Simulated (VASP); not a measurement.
# YGe6 (Fm-3m) in VASP: a series of runs, part 2 of 2

VASP 6.6.1.

## 3. Single point, PBE

This run uses another cell than the first one, of 21.45 Å³/atom.

Input file INCAR:

```
PREC = Accurate
ENCUT = 500
EDIFF = 1E-6
ISMEAR = 0
SIGMA = 0.1
LREAL = F
LASPH = T
NELM = 120
ALGO = Normal
ISIF = 2
LWAVE = F
LCHARG = F
GGA = PE
NBANDS = 56
GGA_COMPAT = F
```

Input file KPOINTS:

```
Automatic mesh
0
Gamma
  8 8 8
```

Input file POSCAR:

```
YGe6
1.0
    0.0000000000      4.2184316267      4.2184316267
    4.2184316267      0.0000000000      4.2184316267
    4.2184316267      4.2184316267      0.0000000000
Y Ge
1 6
Direct
    0.0000000000      0.0000000000      0.0000000000
    0.5000000000      0.5000000000      0.0000000000
    0.5000000000      0.0000000000      0.5000000000
    0.0000000000      0.0000000000      0.5000000000
    0.0000000000      0.5000000000      0.0000000000
    0.0000000000      0.5000000000      0.5000000000
    0.5000000000      0.0000000000      0.0000000000
```

Potentials or basis: VASP PAW PBE potentials, release 64 (Y_sv, Ge_d).

Command:

```console
cat potpaw_PBE.64/Y_sv/POTCAR potpaw_PBE.64/Ge_d/POTCAR > POTCAR
mpirun -np 1 vasp_std > vasp.out
```

OUTCAR:

```text
PREC = Accurate
   ENCUT = 500
   EDIFF = 1E-6
   ISMEAR = 0
   LREAL = F
   LASPH = T
   NELM = 120
   ISIF = 2
   GGA = PE

 ion  position               nearest neighbor table
   1  0.000  0.000  0.000-   4 2.98   5 2.98   7 2.98   3 2.98   4 2.98   6 2.98   2 2.98   5 2.98
                             6 2.98   2 2.98   3 2.98   7 2.98
   2  0.500  0.500  0.000-   1 2.98   1 2.98
   3  0.500  0.000  0.500-   1 2.98   1 2.98
   4  0.000  0.000  0.500-   1 2.98   1 2.98
   5  0.000  0.500  0.000-   1 2.98   1 2.98
   6  0.000  0.500  0.500-   1 2.98   1 2.98
   7  0.500  0.000  0.000-   1 2.98   1 2.98

  LATTYP: Found a face centered cubic cell.
 ALAT       =     8.4368632534

  Lattice vectors:

 A1 = (   0.0000000000,   4.2184316267,   4.2184316267)
 A2 = (   4.2184316267,   0.0000000000,   4.2184316267)
 A3 = (   4.2184316267,   4.2184316267,   0.0000000000)

Analysis of symmetry for initial positions (statically):
=====================================================================
 Subroutine PRICEL returns:
 Original cell was already a primitive cell.
[... 185 lines left out ...]
 fundamental gap:      0.0751864722
 Fermi energy:         5.2778246299

 k-point     1 :       0.0000    0.0000    0.0000
  band No.  band energies     occupation
      1     -36.8656      2.00000
      2     -19.2230      2.00000
      3     -19.2230      2.00000
      4     -19.2230      2.00000
      5     -19.2192      2.00000
      6     -19.1856      2.00000
[... 1405 lines left out ...]
     55       9.1323      0.00000
     56       9.3879      0.00000

 [... further k-points ...]

------------------------ aborting loop because EDIFF is reached ----------------------------------------

  FORCE on cell =-STRESS in cart. coord.  units (eV):
  Direction    XX          YY          ZZ          XY          YZ          ZX
  --------------------------------------------------------------------------------------
  -------------------------------------------------------------------------------------
  Total       -0.0890265     -0.0890265     -0.0890265      0.0000000     -0.0000000     -0.0000000
  in kB       -0.9500503     -0.9500503     -0.9500503      0.0000000     -0.0000000     -0.0000000
  external PRESSURE =      -0.9500503 kB  Pullay stress =       0.0000000 kB

 VOLUME and BASIS-vectors are now :
 -----------------------------------------------------------------------------
  energy-cutoff  :      500.00
  volume of cell :      150.14
      direct lattice vectors                 reciprocal lattice vectors
     0.000000000  4.218431627  4.218431627    -0.118527463  0.118527463  0.118527463
     4.218431627  0.000000000  4.218431627     0.118527463 -0.118527463  0.118527463
     4.218431627  4.218431627  0.000000000     0.118527463  0.118527463 -0.118527463

 POSITION                                       TOTAL-FORCE (eV/Angst)
 -----------------------------------------------------------------------------------
      0.00000      0.00000      0.00000        -0.000000     -0.000000      0.000000
      2.10922      2.10922      4.21843         0.000000     -0.000000      0.000000
      2.10922      4.21843      2.10922        -0.000000     -0.000000     -0.000000
      2.10922      2.10922      0.00000        -0.000000      0.000000      0.000000
      2.10922      0.00000      2.10922        -0.000000      0.000000     -0.000000
      4.21843      2.10922      2.10922        -0.000000     -0.000000      0.000000
      0.00000      2.10922      2.10922         0.000000      0.000000     -0.000000
 -----------------------------------------------------------------------------------
    total drift:                                0.000000      0.000000      0.000000

  FREE ENERGIE OF THE ION-ELECTRON SYSTEM (eV)
  ---------------------------------------------------
  free  energy   TOTEN  =       -33.9444113863 eV

  energy  without entropy=      -33.9314462828  energy(sigma->0) =      -33.93792883
```

OSZICAR:

```text
N       E                     dE             d eps       ncg     rms          rms(c)
DAV:   1     0.114285849900E+04    0.11429E+04   -0.42780E+04  3936   0.438E+03
DAV:   2     0.192749296895E+03   -0.95011E+03   -0.91779E+03  3248   0.115E+03
DAV:   3    -0.139098099936E+02   -0.20666E+03   -0.20018E+03  3480   0.270E+02
DAV:   4    -0.335916954775E+02   -0.19682E+02   -0.19119E+02  4280   0.857E+01
DAV:   5    -0.343271920571E+02   -0.73550E+00   -0.73354E+00  4376   0.167E+01    0.326E+01
DAV:   6    -0.340416478265E+02    0.28554E+00   -0.67669E-01  5144   0.433E+00    0.200E+01
DAV:   7    -0.339414824187E+02    0.10017E+00   -0.49639E-01  4328   0.468E+00    0.175E+00
DAV:   8    -0.339439872844E+02   -0.25049E-02   -0.95529E-02  4080   0.261E+00    0.554E-01
DAV:   9    -0.339443772713E+02   -0.38999E-03   -0.72601E-03  4000   0.530E-01    0.341E-01
DAV:  10    -0.339442675180E+02    0.10975E-03   -0.14041E-03  4280   0.303E-01    0.277E-01
DAV:  11    -0.339443825797E+02   -0.11506E-03   -0.35938E-04  4352   0.142E-01    0.263E-02
DAV:  12    -0.339444134134E+02   -0.30834E-04   -0.11599E-04  4672   0.500E-02    0.851E-02
DAV:  13    -0.339444113214E+02    0.20921E-05   -0.18083E-05  3904   0.276E-02    0.227E-02
DAV:  14    -0.339444113863E+02   -0.64982E-07   -0.53463E-06  3608   0.962E-03
   1 F= -.33944411E+02 E0= -.33937929E+02  d E =-.129651E-01
```

It took 5.8 min on 1 thread of Oxide Virtual Turin-like, shared host; peak memory 0.41 GiB.

Results:

```yaml
Free_energy: -33.9444 eV
Pressure: -0.1 GPa
Band_gap_on_the_k_mesh: zero (an odd number of electrons rules out a gap without spin polarisation)
```

Levels at points of the mesh, in eV from the Fermi level:
```
           k point  band 44  band 45  band 46  band 47  band 48  band 49  band 50  band 51
(0.00, 0.00, 0.00)    -3.28    -2.75    -2.75    -2.75     2.56     2.87     2.90     2.90
(0.50, 0.00, 0.00)    -2.01    -1.12    -1.12    -0.14     0.29     1.01     1.01     1.87
(0.50, 0.50, 0.00)    -1.04    -0.44     0.07     0.07     0.30     0.41     0.41     1.21
```

Caveat: an odd number of electrons without spin polarisation forces a metal; a magnetic or distorted state may lie lower.

## 4. Relaxation of cell and atoms, PBE

Input file INCAR:

```
SYSTEM = YGe6
  PREC = Accurate
  ENCUT = 500
  EDIFF = 1E-7
  ISMEAR = 0
  SIGMA = 0.1
  LREAL = .FALSE.
  LASPH = .TRUE.
  NELM = 120
  ALGO = Normal
  ISIF = 3
  LWAVE = .FALSE.
  LCHARG = .FALSE.
  GGA = PE
  IBRION = 2
  NSW = 100
  EDIFFG = -0.01
  GGA_COMPAT = .FALSE.
  NELMIN = 4
```

Input file KPOINTS:

```
regular mesh
0
G
  8 8 8
  0 0 0
```

POSCAR, as its differences from that of step 3:

```diff
@@ -2,5 +2,5 @@
 1.0
-    0.0000000000      4.2184316267      4.2184316267
-    4.2184316267      0.0000000000      4.2184316267
-    4.2184316267      4.2184316267      0.0000000000
+    0.0000000000      4.1796534600      4.1796534600
+    4.1796534600      0.0000000000      4.1796534600
+    4.1796534600      4.1796534600      0.0000000000
 Y Ge
```

Command:

```console
cat potpaw_PBE.64/Y_sv/POTCAR potpaw_PBE.64/Ge_d/POTCAR > POTCAR
mpirun -np 1 vasp_std > vasp.out
```

Run time: 15 min. Hardware: 1 thread of Oxide Virtual Turin-like, shared host; peak memory 0.43 GiB.

It converged, with:

```yaml
Free_energy: -33.9415 eV
Relaxed_volume: 21.42 Å³/atom
Relaxed_cell: a = 5.963 Å, b = 5.963 Å, c = 5.963 Å, α = 60.00°, β = 60.00°, γ = 60.00°
Space_group_after_relaxing_to_0.1_Å: Fm-3m (No. 225)
Energy_gained_by_relaxing: 3.1 meV/atom
Ionic_steps: 3
Pressure_after_relaxing: 0.0 GPa
Band_gap_on_the_k_mesh: zero (an odd number of electrons rules out a gap without spin polarisation)
```

The path:
```tsv
step	energy change (eV)	largest force (eV/Å)	pressure (GPa)	volume (Å³)
1	0.0000	0.0000	1.81	146.03
2	-0.0198	0.0000	-0.49	151.07
3	-0.0216	0.0000	-0.04	149.93
```

Final structure:
```cif
data_structure
_symmetry_space_group_name_H-M 'P 1'
_symmetry_Int_Tables_number 1
_cell_length_a 5.9630
_cell_length_b 5.9630
_cell_length_c 5.9630
_cell_angle_alpha 60.000
_cell_angle_beta 60.000
_cell_angle_gamma 60.000
_cell_volume 149.93
loop_
_atom_site_label
_atom_site_type_symbol
_atom_site_fract_x
_atom_site_fract_y
_atom_site_fract_z
_atom_site_occupancy
Y1 Y 0.00000 0.00000 0.00000 1
Ge1 Ge 0.50000 0.50000 0.00000 1
Ge2 Ge 0.50000 0.00000 0.50000 1
Ge3 Ge 0.00000 0.00000 0.50000 1
Ge4 Ge 0.00000 0.50000 0.00000 1
Ge5 Ge 0.00000 0.50000 0.50000 1
Ge6 Ge 0.50000 0.00000 0.00000 1
```

Levels at points of the mesh, in eV from the Fermi level:
```csv
k point,band 44,band 45,band 46,band 47,band 48,band 49,band 50,band 51
"(0.00, 0.00, 0.00)",-3.28,-2.76,-2.76,-2.76,2.56,2.86,2.90,2.90
"(0.50, 0.00, 0.00)",-2.02,-1.12,-1.12,-0.14,0.29,1.01,1.01,1.87
"(0.50, 0.50, 0.00)",-1.05,-0.44,0.06,0.06,0.30,0.41,0.41,1.21
```

Caveat: an odd number of electrons without spin polarisation forces a metal; a magnetic or distorted state may lie lower.

## 5. The runs side by side

| task | cell | k mesh | gap on the mesh (eV) | pressure (GPa) |
| --- | --- | --- | --- | --- |
| single point | a = 5.911 Å, angles 60.0°, 7 atoms | 4 × 4 × 4 | none | 1.5 |
| single point | a = 5.966 Å, angles 60.0°, 7 atoms | 8 × 8 × 8 | none | -0.1 |
| relaxation of cell and atoms | relaxed from a = 5.911 Å, angles 60.0°, 7 atoms | 8 × 8 × 8 | none | 0.0 |

Alike in all rows: level PBE; potentials or basis VASP PAW PBE potentials, release 64 (Y_sv, Ge_d); no spin polarisation; cutoff (eV) 500; smearing gaussian 0.1 eV.

Caveats: an odd number of electrons without spin polarisation forces a metal; a magnetic or distorted state may lie lower.

Absolute energies hang on the potentials; compare differences alone.

The gap in the log of VASP goes by the Fermi energy; the results here count the filled bands.